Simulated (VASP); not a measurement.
# Ti3H in VASP: a series of runs, part 2 of 2

VASP 6.6.1.

## Step 4: Single point, PBE, collinear spin

Input file INCAR:

```
ALGO     = Normal         # electronic algorithm
DIPOL    = 0.5 0.5 0.324
EDIFF    = 1E-6           # SCF threshold, eV
ENCUT    = 520            # plane-wave cutoff, eV
GGA      = PE             # functional
IDIPOL   = 3            
ISIF     = 2              # what is computed and relaxed
ISMEAR   = 0              # smearing method
ISPIN    = 2              # spin polarisation
LASPH    = True           # aspherical terms in the spheres
LCHARG   = True           # write CHGCAR
LDIPOL   = True         
LELF     = True           # ELF
LMAXMIX  = 4              # l up to which the mixer works
LORBIT   = 11             # projections on sites
LREAL    = False          # projectors in reciprocal space
LVACPOTAV= True         
LVHAR    = True         
LWAVE    = False          # write WAVECAR
MAGMOM   = 0 0 0 1        # initial moments
NBANDS   = 30             # bands
NELM     = 150            # most SCF steps
PREC     = Accurate       # precision mode
SIGMA    = 0.1            # smearing width, eV
```

Input file KPOINTS:

```
k-points
0
Gamma
  9 9 1
```

Input file POSCAR:

```
Ti3H
1.0
    2.9075446931      0.0000000000      0.0000000000
    0.0000000000      2.9075446931      0.0000000000
    0.0000000000      0.0000000000     20.8059825779
Ti H
3 1
Direct
    0.5000000000      0.5000000000      0.1922523959
    0.0000000000      0.0000000000      0.2837148153
    0.5000000000      0.5000000000      0.3751797133
    0.5000000000      0.5000000000      0.4463130998
```

Potentials or basis: VASP PAW PBE potentials, release 64 (Ti_sv, H).

Command:

```
$ cat potpaw_PBE.64/Ti_sv/POTCAR potpaw_PBE.64/H/POTCAR > POTCAR
$ mpirun -np 1 vasp_std > vasp.out
```

OUTCAR:

```text
EDIFF = 1E-6
   ENCUT = 520
   GGA = PE
   ISIF = 2
   ISMEAR = 0
   ISPIN = 2
   LASPH = True
   LORBIT = 11
   LREAL = False
   NELM = 150
   PREC = Accurate

 ion  position               nearest neighbor table
   1  0.500  0.500  0.192-   2 2.80   2 2.80   2 2.80   2 2.80
   2  0.000  0.000  0.284-   1 2.80   1 2.80   1 2.80   1 2.80   3 2.80   3 2.80   3 2.80   3 2.80

   3  0.500  0.500  0.375-   4 1.48   2 2.80   2 2.80   2 2.80   2 2.80
   4  0.500  0.500  0.446-   3 1.48

  LATTYP: Found a simple tetragonal cell.
 ALAT       =     2.9075446931
 C/A-ratio  =     7.1558599348

  Lattice vectors:

 A1 = (   2.9075446931,   0.0000000000,   0.0000000000)
 A2 = (   0.0000000000,   2.9075446931,   0.0000000000)
 A3 = (   0.0000000000,   0.0000000000,  20.8059825779)

Analysis of symmetry for initial positions (statically):
=====================================================================
 Subroutine PRICEL returns:
 Original cell was already a primitive cell.

 Routine SETGRP: Setting up the symmetry group for a
 simple tetragonal supercell.

 Subroutine GETGRP returns: Found  8 space group operations
 (whereof  8 operations were pure point group operations)
 out of a pool of 16 trial point group operations.

The static configuration has the point symmetry C_4v.

Analysis of symmetry for dynamics (positions and initial velocities):
=====================================================================
 Subroutine PRICEL returns:
 Original cell was already a primitive cell.

 Routine SETGRP: Setting up the symmetry group for a
 simple tetragonal supercell.

 Subroutine GETGRP returns: Found  8 space group operations
 (whereof  8 operations were pure point group operations)
 out of a pool of 16 trial point group operations.

The dynamic configuration has the point symmetry C_4v.

Analysis of structural, dynamic, and magnetic symmetry:
[... 161 lines left out ...]

 val. band max:       -1.2854845780   @ k =   0.3333   0.3333   0.0000
 cond. band min:      -1.2412903073   @ k =   0.3333   0.3333   0.0000
 fundamental gap:      0.0441942707
 Fermi energy:        -1.2484755205

 spin component 1

 k-point     1 :       0.0000    0.0000    0.0000
  band No.  band energies     occupation
      1     -57.8266      1.00000
      2     -57.6580      1.00000
      3     -57.5375      1.00000
      4     -34.2169      1.00000
      5     -33.9578      1.00000
      6     -33.9090      1.00000
[... 484 lines left out ...]
     29       3.9774      0.00000
     30       4.3297      0.00000
 Fermi energy:        -1.2484755205

 spin component 2

 k-point     1 :       0.0000    0.0000    0.0000
  band No.  band energies     occupation
      1     -58.2280      1.00000
      2     -57.6905      1.00000
      3     -57.5262      1.00000
      4     -34.6664      1.00000
      5     -34.2359      1.00000
      6     -34.2359      1.00000
[... 484 lines left out ...]
     29       3.8044      0.00000
     30       4.2823      0.00000

------------------------ aborting loop because EDIFF is reached ----------------------------------------

  FORCE on cell =-STRESS in cart. coord.  units (eV):
  Direction    XX          YY          ZZ          XY          YZ          ZX
  --------------------------------------------------------------------------------------
  -------------------------------------------------------------------------------------
  Total       -0.1675177     -0.1675177      7.2957822      0.0000000     -0.0000000      0.0000000
  in kB       -1.5259150     -1.5259150     66.4571042      0.0000000     -0.0000000      0.0000000
  external PRESSURE =      21.1350914 kB  Pullay stress =       0.0000000 kB

 VOLUME and BASIS-vectors are now :
 -----------------------------------------------------------------------------
  energy-cutoff  :      520.00
  volume of cell :      175.89
      direct lattice vectors                 reciprocal lattice vectors
     2.907544693  0.000000000  0.000000000     0.343932804  0.000000000  0.000000000
     0.000000000  2.907544693  0.000000000     0.000000000  0.343932804  0.000000000
     0.000000000  0.000000000 20.805982578     0.000000000  0.000000000  0.048063099

 POSITION                                       TOTAL-FORCE (eV/Angst)
 -----------------------------------------------------------------------------------
      1.45377      1.45377      4.00000        -0.000000     -0.000000     -0.185718
      0.00000      0.00000      5.90297         0.000000      0.000000     -0.384987
      1.45377      1.45377      7.80598        -0.000000      0.000000     -3.405396
      1.45377      1.45377      9.28598        -0.000000      0.000000      3.976101
 -----------------------------------------------------------------------------------
    total drift:                                0.000000     -0.000000     -0.000716

  FREE ENERGIE OF THE ION-ELECTRON SYSTEM (eV)
  ---------------------------------------------------
  free  energy   TOTEN  =       -24.0909607117 eV

  energy  without entropy=      -24.0731537978  energy(sigma->0) =      -24.08205725

 vacuum level on the upper side and lower side of the slab         5.362         2.845

 total charge

# of ion       s       p       d       tot
------------------------------------------
    1        2.247   6.061   1.922  10.230
    2        2.268   6.142   1.929  10.340
    3        2.282   6.135   1.991  10.407
    4        0.611   0.014   0.000   0.625
--------------------------------------------------
tot          7.408  18.352   5.842  31.602

 magnetization (x)

# of ion       s       p       d       tot
------------------------------------------
    1       -0.007  -0.019  -0.422  -0.448
    2       -0.000  -0.011   0.053   0.042
    3       -0.002  -0.002  -0.055  -0.059
    4        0.001  -0.000   0.000   0.001
--------------------------------------------------
tot         -0.008  -0.032  -0.424  -0.464
```

OSZICAR:

```text
N       E                     dE             d eps       ncg     rms          rms(c)
DAV:   1     0.423371995607E+03    0.42337E+03   -0.19939E+04  1976   0.118E+03
DAV:   2     0.276002412331E+02   -0.39577E+03   -0.38582E+03  1952   0.391E+02
DAV:   3    -0.190833786891E+02   -0.46684E+02   -0.45846E+02  3314   0.117E+02
[... 30 lines left out ...]
DAV:  34    -0.240908982585E+02   -0.18243E-04   -0.11470E-05  2122   0.139E-02    0.670E-03
DAV:  35    -0.240909202161E+02   -0.21958E-04   -0.29536E-06  1702   0.884E-03    0.366E-03
DAV:  36    -0.240909512055E+02   -0.30989E-04   -0.25612E-06  1666   0.789E-03    0.119E-03
DAV:  37    -0.240909598978E+02   -0.86923E-05   -0.11690E-06  1634   0.483E-03    0.161E-03
DAV:  38    -0.240909607117E+02   -0.81389E-06   -0.23898E-07  1374   0.356E-03
   1 F= -.24090961E+02 E0= -.24082057E+02  d E =-.178069E-01  mag=    -0.7940
```

stdout:

```text
POSCAR found type information on POSCAR TiH
 POSCAR found :  2 types and       4 ions
 scaLAPACK will be used
 LDA part: xc-table for (Slater+PW92), standard interpolation
 POSCAR, INCAR and KPOINTS ok, starting setup
 FFT: planning ... GRIDC
 FFT: planning ... GRID_SOFT
 FFT: planning ... GRID
 WAVECAR not read
 entering main loop
 -----------------------------------------------------------------------------
|                                                                             |
|           W    W    AA    RRRRR   N    N  II  N    N   GGGG   !!!           |
|           W    W   A  A   R    R  NN   N  II  NN   N  G    G  !!!           |
|           W    W  A    A  R    R  N N  N  II  N N  N  G       !!!           |
|           W WW W  AAAAAA  RRRRR   N  N N  II  N  N N  G  GGG   !            |
|           WW  WW  A    A  R   R   N   NN  II  N   NN  G    G                |
|           W    W  A    A  R    R  N    N  II  N    N   GGGG   !!!           |
|                                                                             |
|     Did not find any points to average over, which means that no vacuum     |
|     field-free region was found. Please increase the size of  your cell     |
|     in the dimension of the dipole correction to obtain accurate            |
|     workfunction values.                                                    |
|                                                                             |
 -----------------------------------------------------------------------------
```

It took 13 min on 1 thread of Intel Xeon 8259CL, shared host; peak memory 0.41 GiB.

What came out:

```yaml
Free_energy: -24.0910 eV
Largest_force: 3.976 eV/Å
Net_moment: -0.79 μB per cell
Site_moments: Ti -0.45, +0.04, -0.06; H +0.00 μB
Valence_electrons_inside_the_program's_atomic_spheres: Ti 10.23, 10.34, 10.41; H 0.62
```

Forces in eV/Å, atoms in the order of the input:
```
Ti   0.000  0.000 -0.186
Ti   0.000  0.000 -0.385
Ti   0.000  0.000 -3.405
H    0.000  0.000  3.976
```

Caveat: a moment this small can come from the mesh or the smearing.

## Step 5: Single point, PBE, collinear spin

Input file INCAR:

```
PREC = Accurate
ENCUT = 520
EDIFF = 1E-6
ISMEAR = 0
SIGMA = 0.1
LREAL = F
LASPH = T
NELM = 150
ALGO = Normal
ISIF = 2
LWAVE = F
LCHARG = F
ISPIN = 2
MAGMOM = 0 0 0 1
LORBIT = 11
LMAXMIX = 4
LDIPOL = T
IDIPOL = 3
DIPOL = 0.5 0.5 0.336
GGA = PE
NBANDS = 30
```

Input file KPOINTS:

```
Automatic mesh
0
Gamma
  9 9 1
```

Edit POSCAR of step 4 so:

```diff
@@ -11,2 +11,2 @@
     0.5000000000      0.5000000000      0.3751797133
-    0.5000000000      0.5000000000      0.4463130998
+    0.5000000000      0.5000000000      0.4938955677
```

Command:

```
$ cat potpaw_PBE.64/Ti_sv/POTCAR potpaw_PBE.64/H/POTCAR > POTCAR
$ mpirun -np 1 vasp_std > vasp.out
```

Wall time 13 min (1 thread of Intel Xeon 8259CL, shared host); peak memory 0.41 GiB.

Results (log left out):

| Quantity | Value |
| --- | --- |
| Free energy | -23.6707 eV |
| Largest force | 1.411 eV/Å |
| Net moment | 0.30 μB per cell |
| Site moments | Ti -0.01, +0.04, -0.13; H +0.20 μB |
| Valence electrons inside the program's atomic spheres | Ti 10.23, 10.32, 10.19; H 0.39 |

Forces on the atoms (eV/Å):
```
Ti   0.000  0.000 -0.050
Ti   0.000  0.000 -0.114
Ti   0.000  0.000  1.411
H    0.000  0.000 -1.247
```

Levels at points of the mesh, in eV from the Fermi level:
Spin up:
```tsv
k point	band 17	band 18	band 19	band 20	band 21	band 22
(0.00, 0.00, 0.00)	-1.59	-0.56	-0.01	0.78	1.11	1.11
```
Spin down:
| k point | band 16 | band 17 | band 18 | band 19 | band 20 | band 21 |
| --- | --- | --- | --- | --- | --- | --- |
| (0.00, 0.00, 0.00) | -1.63 | -1.61 | -0.67 | 0.00 | 0.74 | 1.09 |

Caveat: a moment this small can come from the mesh or the smearing.

## Step 6: Summary

| cell | gap on the mesh (eV) | moment (μB) | largest force (eV/Å) |
| --- | --- | --- | --- |
| as given, atomic positions A | none | 0.60 | 0.38 |
| as given, atomic positions B | none | 0.08 | 1.65 |
| as given, atomic positions C | none | 0.79 | 3.98 |
| as given, atomic positions D | none | 0.30 | 1.41 |

Alike in all rows: task single point; level PBE; potentials or basis VASP PAW PBE potentials, release 64 (Ti_sv, H); spin collinear; k mesh 9 × 9 × 1; cutoff (eV) 520; smearing gaussian 0.1 eV.

Caveats: a moment this small can come from the mesh or the smearing (at least some runs).

Total energies depend on the potentials used, so only differences within one code and one set of settings carry meaning.

The gap in the log of VASP goes by the Fermi energy; the results here count the filled bands.